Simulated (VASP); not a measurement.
Here is a VASP 6.6.1 calculation.

INCAR

```
ALGO = Normal
EDIFF = 1E-8
ENCUT = 520
IBRION = 6
ISIF = 2
ISMEAR = 0
LASPH = T
LCHARG = T
LMIXTAU = T
LREAL = F
LWAVE = F
METAGGA = R2SCAN
NELM = 60
NFREE = 2
NSW = 1
POTIM = 0.015
PREC = Accurate
SIGMA = 0.01
```

The input KPOINTS:

```
k-points
0
Gamma
  10 10 10
```

POSCAR

```
AlN
1.0
    2.1621792345      2.1621792345      0.0000000000
   -2.1621792345      2.1621792345      0.0000000000
    0.0000000000      2.1621792345      2.1621792345
Al N
1 1
Direct
    0.0000000000      0.0000000000      0.0000000000
    0.2500000000      0.7500000000      0.5000000000
```

Potentials or basis: VASP PAW PBE potentials, release 64 (Al, N).

Launch:

```sh
$ cat potpaw_PBE.64/Al/POTCAR potpaw_PBE.64/N/POTCAR > POTCAR
$ mpirun -np 1 vasp_std > vasp.out
```

(1) Estimate the highest phonon frequency at Γ, LO-TO splitting left out.

Answers

(1) 697 cm⁻¹.

Caveat: the cell stands under pressure or tension, which shifts response properties.
